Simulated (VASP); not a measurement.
# CaPtC4N4 (Cmmm) in VASP: notebook, part 2 of 2

VASP 6.6.1. Earlier steps stand in the parts before.

## (3) Single point, PBE, collinear spin, antiferromagnetic start

This run uses another cell than the first one, of 24.68 Å³/atom.

INCAR reads:

```
SYSTEM = CaPtC4N4
ALGO     = Normal         ! electronic algorithm
EDIFF    = 1E-6           ! SCF threshold, eV
ENCUT    = 600            ! plane-wave cutoff, eV
GGA      = PE             ! functional
GGA_COMPAT= .FALSE.      
ISIF     = 2              ! what is computed and relaxed
ISMEAR   = 0              ! smearing method
ISPIN    = 2              ! spin polarisation
LASPH    = .TRUE.         ! aspherical terms in the spheres
LCHARG   = .FALSE.        ! write CHGCAR
LMAXMIX  = 4              ! l up to which the mixer works
LORBIT   = 11             ! projections on sites
LREAL    = .FALSE.        ! projectors in reciprocal space
LWAVE    = .FALSE.        ! write WAVECAR
MAGMOM   = -0.5 -4 2 0.5 -1 -2 4 2 -0.5 -0.5 ! initial moments
NBANDS   = 43             ! bands
NELM     = 200            ! most SCF steps
PREC     = Accurate       ! precision mode
SIGMA    = 0.02           ! smearing width, eV
```

KPOINTS reads:

```
k-points
0
G
  4 4 4
  0 0 0
```

POSCAR reads:

```
CaPtC4N4
1.0
    3.8884553401     -4.0604610553      0.0000000000
    3.8884553401      4.0604610553      0.0000000000
    0.0000000000      0.0000000000      7.8161020681
Ca Pt C N
1 1 4 4
Direct
    0.0000000000      0.0000000000      0.0000000000
    0.5000000000      0.5000000000      0.5000000000
    0.2254248147      0.7745751853      0.7797785343
    0.7745751853      0.2254248147      0.2202214657
    0.2254248147      0.7745751853      0.2202214657
    0.7745751853      0.2254248147      0.7797785343
    0.3295705062      0.6704294938      0.6766026083
    0.6704294938      0.3295705062      0.3233973917
    0.3295705062      0.6704294938      0.3233973917
    0.6704294938      0.3295705062      0.6766026083
```

Potentials or basis: VASP PAW PBE potentials, release 64 (Ca_sv, Pt, C, N).

On the command line:

```sh
> cat potpaw_PBE.64/Ca_sv/POTCAR potpaw_PBE.64/Pt/POTCAR potpaw_PBE.64/C/POTCAR potpaw_PBE.64/N/POTCAR > POTCAR
> mpirun -np 1 vasp_std > vasp.out
```

OUTCAR:

```text
SYSTEM = CaPtC4N4
   EDIFF = 1E-6
   ENCUT = 600
   GGA = PE
   ISIF = 2
   ISMEAR = 0
   ISPIN = 2
   LASPH = .TRUE.
   LORBIT = 11
   LREAL = .FALSE.
   NELM = 200
   PREC = Accurate

 ion  position               nearest neighbor table
   1  0.000  0.000  0.000-   3 2.51   4 2.51   5 2.51   6 2.51
   2  0.500  0.500  0.500-   7 1.95   8 1.95   9 1.95  10 1.95
   3  0.225  0.775  0.780-   7 1.17   1 2.51
   4  0.775  0.225  0.220-   8 1.17   1 2.51
   5  0.225  0.775  0.220-   9 1.17   1 2.51
   6  0.775  0.225  0.780-  10 1.17   1 2.51
   7  0.330  0.670  0.677-   3 1.17   2 1.95
   8  0.670  0.330  0.323-   4 1.17   2 1.95
   9  0.330  0.670  0.323-   5 1.17   2 1.95
  10  0.670  0.330  0.677-   6 1.17   2 1.95

  LATTYP: Found a base centered orthorhombic cell.
[... 2322 lines left out ...]
      3.88846      1.38404      2.52771         0.000000     -0.262625      0.249172
      3.88846     -1.38404      5.28840         0.000000      0.262568     -0.248950
 -----------------------------------------------------------------------------------
    total drift:                                0.000000     -0.000400     -0.000088

  FREE ENERGIE OF THE ION-ELECTRON SYSTEM (eV)
  ---------------------------------------------------
  free  energy   TOTEN  =       -76.3292947201 eV

  energy  without entropy=      -76.3292947201  energy(sigma->0) =      -76.32929472

 total charge

# of ion       s       p       d       tot
------------------------------------------
    1        2.031   5.862   0.180   8.074
    2        0.721   0.766   8.082   9.568
    3        0.969   1.593   0.000   2.562
    4        0.969   1.593   0.000   2.562
    5        0.969   1.593   0.000   2.562
    6        0.969   1.593   0.000   2.562
    7        1.288   2.618   0.000   3.906
    8        1.288   2.619   0.000   3.907
    9        1.288   2.618   0.000   3.907
   10        1.288   2.619   0.000   3.907
--------------------------------------------------
tot         11.779  23.474   8.262  43.515

 magnetization (x)

# of ion       s       p       d       tot
------------------------------------------
    1        0.000   0.000  -0.000   0.000
    2        0.000   0.000  -0.000   0.000
    3        0.000  -0.000   0.000  -0.000
    4       -0.000   0.000   0.000   0.000
    5        0.000   0.000   0.000   0.000
    6        0.000   0.000   0.000   0.000
    7        0.000   0.000   0.000   0.000
    8        0.000  -0.000   0.000  -0.000
    9        0.000  -0.000   0.000  -0.000
   10        0.000   0.000   0.000   0.000
--------------------------------------------------
tot          0.000   0.000  -0.000   0.000
```

OSZICAR:

```text
N       E                     dE             d eps       ncg     rms          rms(c)
DAV:   1     0.419649492861E+03    0.41965E+03   -0.26656E+04  4128   0.125E+03
DAV:   2    -0.314003385260E+02   -0.45105E+03   -0.43374E+03  5316   0.286E+02
DAV:   3    -0.741330828466E+02   -0.42733E+02   -0.42180E+02  6010   0.885E+01
DAV:   4    -0.753655646968E+02   -0.12325E+01   -0.12255E+01  6397   0.141E+01
DAV:   5    -0.753986577702E+02   -0.33093E-01   -0.33069E-01  6072   0.187E+00    0.409E+01
DAV:   6    -0.746099809505E+02    0.78868E+00   -0.11248E+02  4584   0.384E+01    0.242E+01
DAV:   7    -0.764372756349E+02   -0.18273E+01   -0.18163E+01  4505   0.217E+01    0.871E+00
DAV:   8    -0.763367386333E+02    0.10054E+00   -0.19555E+00  5770   0.648E+00    0.561E+00
DAV:   9    -0.763090511486E+02    0.27687E-01   -0.22758E-01  5605   0.250E+00    0.246E+00
DAV:  10    -0.763189197381E+02   -0.98686E-02   -0.48517E-02  5062   0.118E+00    0.561E-01
DAV:  11    -0.763233772223E+02   -0.44575E-02   -0.84560E-03  5573   0.509E-01    0.265E-01
DAV:  12    -0.763271257475E+02   -0.37485E-02   -0.40228E-03  4916   0.327E-01    0.143E-01
DAV:  13    -0.763286717291E+02   -0.15460E-02   -0.82399E-04  5037   0.155E-01    0.780E-02
DAV:  14    -0.763291784290E+02   -0.50670E-03   -0.41133E-04  4724   0.102E-01    0.368E-02
DAV:  15    -0.763292877794E+02   -0.10935E-03   -0.11973E-04  4826   0.579E-02    0.183E-02
DAV:  16    -0.763292935751E+02   -0.57957E-05   -0.20129E-05  6234   0.255E-02    0.115E-02
DAV:  17    -0.763292948204E+02   -0.12453E-05   -0.93347E-06  4666   0.174E-02    0.532E-03
DAV:  18    -0.763292947201E+02    0.10032E-06   -0.11118E-06  4010   0.775E-03
   1 F= -.76329295E+02 E0= -.76329295E+02  d E =-.157024E-22  mag=    -0.0000
```

It took 32 min on 1 thread of Intel Xeon 8259CL, shared host; peak memory 0.82 GiB.

What came out:

```
Free energy                                           : -76.3293 eV
Pressure                                              : 0.3 GPa
Largest force                                         : 0.365 eV/Å
Band gap on the k mesh                                : 3.83 eV (least direct gap 3.89 eV)
Net moment                                            : 0.00 μB per cell
Valence electrons inside the program's atomic spheres : Ca 8.07; Pt 9.57; C 2.56; N 3.91
```

Forces on the atoms (eV/Å):
```
Ca   0.000  0.000  0.000
Pt   0.000  0.000  0.000
C    0.000  0.245  0.233
C    0.000 -0.243 -0.231
C    0.000  0.243 -0.231
C    0.000 -0.243  0.231
N    0.000 -0.265 -0.251
N    0.000  0.262  0.249
N    0.000 -0.263  0.249
N    0.000  0.263 -0.249
```

Stress tensor (GPa, compression positive):
```
-0.08  0.00  0.00
 0.00  0.45  0.00
 0.00  0.00  0.40
```

Caveat: spin-orbit coupling is left out, which moves the levels of the heavy elements. A k mesh can miss the band edges.
